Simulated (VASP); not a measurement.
# BN (P6_3/mmc) in VASP: dielectric tensor with PBE

Aim: the dielectric tensor of BN with PBE.

Program: VASP 6.6.1. These are calculated values, not measurements. Logs are shortened: lines on timing, memory, paths and dates and some standing lists are left out, and cuts for length are marked.

**1. The cell of the first run**

Symmetry: P6_3/mmc, No. 194, hexagonal system. Conventional cell: a = 2.498 Å, b = 2.498 Å, c = 6.636 Å, α = 90.00°, β = 90.00°, γ = 120.00°. B (site symmetry -6m2) has 3 N at 1.44 Å within 1.9 Å. N (site symmetry -6m2) has 3 B at 1.44 Å within 1.9 Å.

**2. Dielectric tensor, PBE**

The input, INCAR:

```
PREC = Accurate
ENCUT = 520
EDIFF = 1E-8
ISMEAR = 0
SIGMA = 0.01
LREAL = F
LASPH = T
NELM = 80
ALGO = Normal
ISIF = 2
LWAVE = F
LCHARG = F
GGA = PE
LEPSILON = T
```

The input, KPOINTS:

```
Automatic mesh
0
Gamma
  12 12 4
```

The input, POSCAR:

```
BN
1.0
    2.4982400000      0.0000000000      0.0000000000
   -1.2491200000      2.1635400000      0.0000000000
    0.0000000000      0.0000000000      6.6357000000
B N
2 2
Direct
    0.3333333333      0.6666666667      0.2500000000
    0.6666666667      0.3333333333      0.7500000000
    0.3333333333      0.6666666667      0.7500000000
    0.6666666667      0.3333333333      0.2500000000
```

Potentials or basis: VASP PAW PBE potentials, release 64 (B, N).

On the command line:

```
> cat potpaw_PBE.64/B/POTCAR potpaw_PBE.64/N/POTCAR > POTCAR
> mpirun -np 1 vasp_std > vasp.out
```

OUTCAR:

```text
PREC = Accurate
   ENCUT = 520
   EDIFF = 1E-8
   ISMEAR = 0
   LREAL = F
   LASPH = T
   NELM = 80
   ISIF = 2
   GGA = PE
   LEPSILON = T

 ion  position               nearest neighbor table
   1  0.333  0.667  0.250-   4 1.44   4 1.44   4 1.44
   2  0.667  0.333  0.750-   3 1.44   3 1.44   3 1.44
   3  0.333  0.667  0.750-   2 1.44   2 1.44   2 1.44
   4  0.667  0.333  0.250-   1 1.44   1 1.44   1 1.44

  LATTYP: Found a hexagonal cell.
 ALAT       =     2.4982400000
 C/A-ratio  =     2.6561499296

  Lattice vectors:

 A1 = (   2.4982400000,   0.0000000000,   0.0000000000)
 A2 = (  -1.2491200000,   2.1635400000,   0.0000000000)
 A3 = (   0.0000000000,   0.0000000000,   6.6357000000)

Analysis of symmetry for initial positions (statically):
=====================================================================
 Subroutine PRICEL returns:
 Original cell was already a primitive cell.

 Routine SETGRP: Setting up the symmetry group for a
 hexagonal supercell.

 Subroutine GETGRP returns: Found 24 space group operations
 (whereof 12 operations were pure point group operations)
 out of a pool of 24 trial point group operations.

The static configuration has the point symmetry D_3d.
 The point group associated with its full space group is D_6h.

Analysis of symmetry for dynamics (positions and initial velocities):
=====================================================================
 Subroutine PRICEL returns:
 Original cell was already a primitive cell.

 Routine SETGRP: Setting up the symmetry group for a
 hexagonal supercell.

 Subroutine GETGRP returns: Found 24 space group operations
 (whereof 12 operations were pure point group operations)
 out of a pool of 24 trial point group operations.

The dynamic configuration has the point symmetry D_3d.
 The point group associated with its full space group is D_6h.

 Subroutine INISYM returns: Found 24 space group operations
 (whereof 12 operations are pure point group operations),
 and found     1 'primitive' translations

----------------------------------------------------------------------------------------

                                     Primitive cell

  volume of cell :      35.8662

  direct lattice vectors                    reciprocal lattice vectors
     2.498240000  0.000000000  0.000000000     0.400281798  0.231102730  0.000000000
    -1.249120000  2.163540000  0.000000000     0.000000000  0.462205460  0.000000000
     0.000000000  0.000000000  6.635700000     0.000000000  0.000000000  0.150700002

  length of vectors
     2.498240000  2.498240602  6.635700000     0.462205571  0.462205460  0.150700002

  position of ions in fractional coordinates (direct lattice)
     0.333333333  0.666666667  0.250000000
     0.666666667  0.333333333  0.750000000
     0.333333333  0.666666667  0.750000000
     0.666666667  0.333333333  0.250000000

  ion indices of the primitive-cell ions
   primitive index   ion index
                 1           1
                 2           2
                 3           3
                 4           4

----------------------------------------------------------------------------------------

 KPOINTS: Automatic mesh

Automatic generation of k-mesh.
 Grid dimensions read from file:
 generate k-points for:   12   12    4

 Generating k-lattice:

  Cartesian coordinates                     Fractional coordinates (reciprocal lattice)
     0.033356817  0.019258561  0.000000000     0.083333333  0.000000000  0.000000000
     0.000000000  0.038517122  0.000000000     0.000000000  0.083333333  0.000000000
     0.000000000  0.000000000  0.037675000     0.000000000  0.000000000  0.250000000

  Length of vectors
     0.038517131  0.038517122  0.037675000

[... 94 lines left out ...]
 number of electron      15.9999997 magnetization

 E-fermi :   2.3577     XC(G=0): -10.0886

 val. band max:        2.3081882324   @ k =   0.3333   0.3333   0.5000
 cond. band min:       6.5950946298   @ k =   0.5000   0.0000   0.0000
 fundamental gap:      4.2869063974
 Fermi energy:         2.3577391226

 k-point     1 :       0.0000    0.0000    0.0000
  band No.  band energies     occupation
      1     -15.5317      2.00000
      2     -15.2363      2.00000
      3      -3.9420      2.00000
      4      -1.8138      2.00000
      5       0.9861      2.00000
      6       0.9861      2.00000
      7       1.0231      2.00000
      8       1.0231      2.00000
      9       7.5741      0.00000
     10      12.6587      0.00000
     11      13.9155      0.00000
     12      13.9159      0.00000
[... 331 lines left out ...]
 k-point    24 :       0.3333   -0.0000    0.2500
  band No.  band energies     occupation
      1     -13.5041      2.00000
      2     -13.3546      2.00000
      3      -4.5923      2.00000
      4      -4.5345      2.00000
      5      -1.2770      2.00000
      6      -1.2338      2.00000
      7      -0.8939      2.00000
      8       0.3216      2.00000
      9       9.1912      0.00000
     10       9.7712      0.00000
     11      11.3142      0.00000
     12      12.6050      0.00000

 [... further k-points ...]

  FORCE on cell =-STRESS in cart. coord.  units (eV):
  Direction    XX          YY          ZZ          XY          YZ          ZX
  --------------------------------------------------------------------------------------
  -------------------------------------------------------------------------------------
  Total        1.4090744      1.4090753      0.6364856     -0.0000000      0.0000000      0.0000000
  in kB       62.9446274     62.9446679     28.4323868     -0.0000000      0.0000000      0.0000000
  external PRESSURE =      51.4405607 kB  Pullay stress =       0.0000000 kB

 VOLUME and BASIS-vectors are now :
 -----------------------------------------------------------------------------
  energy-cutoff  :      520.00
  volume of cell :       35.87
      direct lattice vectors                 reciprocal lattice vectors
     2.498240000  0.000000000  0.000000000     0.400281798  0.231102730  0.000000000
    -1.249120000  2.163540000  0.000000000     0.000000000  0.462205460  0.000000000
     0.000000000  0.000000000  6.635700000     0.000000000  0.000000000  0.150700002

 POSITION                                       TOTAL-FORCE (eV/Angst)
 -----------------------------------------------------------------------------------
     -0.00000      1.44236      1.65892         0.000000      0.000000      0.000000
      1.24912      0.72118      4.97677        -0.000000      0.000000      0.000000
     -0.00000      1.44236      4.97677         0.000000     -0.000000      0.000000
      1.24912      0.72118      1.65892        -0.000000      0.000000      0.000000
 -----------------------------------------------------------------------------------
    total drift:                               -0.000000      0.000000      0.000000

  FREE ENERGIE OF THE ION-ELECTRON SYSTEM (eV)
  ---------------------------------------------------
  free  energy   TOTEN  =       -35.1469102377 eV

  energy  without entropy=      -35.1469102377  energy(sigma->0) =      -35.14691024

 HEAD OF MICROSCOPIC STATIC DIELECTRIC TENSOR (INDEPENDENT PARTICLE, excluding Hartree and local field effects)
 ------------------------------------------------------
           4.834521    -0.000000     0.000000
           0.000000     4.834524    -0.000000
           0.000000    -0.000000     3.012765
 ------------------------------------------------------

 Free energy of the ion-electron system (eV)
  ---------------------------------------------------
  ---------------------------------------------------
  free energy    TOTEN  =        -0.39631728 eV

  energy without entropy =       -0.39631728

------------------------ aborting loop because EDIFF is reached ----------------------------------------

--------------------------------------- Ionic step        2  -------------------------------------------

------------------------ aborting loop because EDIFF is reached ----------------------------------------

--------------------------------------- Ionic step        3  -------------------------------------------

 Free energy of the ion-electron system (eV)
  ---------------------------------------------------
  ---------------------------------------------------
  free energy    TOTEN  =        -0.18681300 eV

  energy without entropy =       -0.18681300

------------------------ aborting loop because EDIFF is reached ----------------------------------------

 PIEZOELECTRIC TENSOR FIELD DIRECTION 3  (e Angst)
 -----------------------------------------------------------------------------
    -0.00023 -0.00000  0.00000           ( -0.00000  0.00000  0.00000)
     0.00000 -0.00023 -0.00000           ( -0.00000 -0.00000  0.00000)
     0.00000  0.00000  0.00021           (  0.00000  0.00000 -0.00001)

 PIEZOELECTRIC TENSOR FIELD DIRECTION 3  (C/m^2)
 -----------------------------------------------------------------------------
    -0.00010 -0.00000  0.00000
     0.00000 -0.00010 -0.00000
     0.00000  0.00000  0.00009

 MACROSCOPIC STATIC DIELECTRIC TENSOR (including local field effects in DFT)
 ------------------------------------------------------
           4.745834    -0.000000     0.000000
           0.000000     4.745837     0.000000
           0.000000    -0.000000     2.689778
 ------------------------------------------------------

 PIEZOELECTRIC TENSOR (including local field effects)  for field in x, y, z        (e  Angst)
          XX          YY          ZZ          XY          YZ          ZX
  --------------------------------------------------------------------------------
  x     0.00000     0.00000     0.00000     0.00000     0.00000     0.00000
  y     0.00000     0.00000     0.00000     0.00000     0.00000     0.00000
  z     0.00000     0.00000     0.00000     0.00000     0.00000     0.00000

 PIEZOELECTRIC TENSOR (including local field effects)  for field in x, y, z        (C/m^2)
          XX          YY          ZZ          XY          YZ          ZX
  --------------------------------------------------------------------------------
  x     0.00000     0.00000     0.00000     0.00000     0.00000     0.00000
  y     0.00000     0.00000     0.00000     0.00000     0.00000     0.00000
  z     0.00000     0.00000     0.00000     0.00000     0.00000     0.00000

 BORN EFFECTIVE CHARGES (including local field effects) (in |e|, cummulative output)
 ---------------------------------------------------------------------------------
 ion    1
    1     2.70852     0.00000     0.00000
    2     0.00000     2.70852     0.00000
    3     0.00000     0.00000     0.74614
 ion    2
    1     2.70852     0.00000     0.00000
    2     0.00000     2.70852     0.00000
    3     0.00000     0.00000     0.74614
 ion    3
    1    -2.70852     0.00000     0.00000
    2     0.00000    -2.70852     0.00000
    3     0.00000    -0.00000    -0.74614
 ion    4
    1    -2.70852     0.00000     0.00000
    2     0.00000    -2.70852     0.00000
    3     0.00000     0.00000    -0.74614
```

It used 370 s of CPU time on 1 thread of AMD EPYC 7R13 Processor (Zen 3) (shared host).

What came out:

```
Band gap on the k mesh                  : 4.29 eV, indirect (least direct gap 4.66 eV)
Electronic dielectric tensor (diagonal) : 4.75, 4.75, 2.69
Born charges (mean of the diagonal)     : B +2.05; N -2.05 e
```

Levels at points of the mesh, in eV from the valence-band top:
```
           k point  band 6  band 7  band 8  band 9  band 10  band 11
(0.00, 0.00, 0.00)   -1.32   -1.29   -1.29    5.27    10.35    11.61
(0.50, 0.00, 0.00)   -4.09   -1.45   -0.43    4.29     5.66     9.60
(0.00, 0.00, 0.50)   -1.30   -1.30   -1.30    7.64     7.64    11.67
(0.50, 0.00, 0.50)   -4.12   -0.92   -0.92    4.75     4.75     9.99
```

Electronic dielectric tensor:
```
4.75 0.00 0.00
0.00 4.75 0.00
0.00 0.00 2.69
```

Born effective charge tensors (e):
atom 1, B
```
2.71 0.00 0.00
0.00 2.71 0.00
0.00 0.00 0.75
```
atom 2, B
```
2.71 0.00 0.00
0.00 2.71 0.00
0.00 0.00 0.75
```
atom 3, N
```
-2.71  0.00  0.00
 0.00 -2.71  0.00
 0.00  0.00 -0.75
```
atom 4, N
```
-2.71  0.00  0.00
 0.00 -2.71  0.00
 0.00  0.00 -0.75
```

Caveat: this functional lacks dispersion, which binds the layers, so the pressure and a relaxed spacing across them are unreliable.
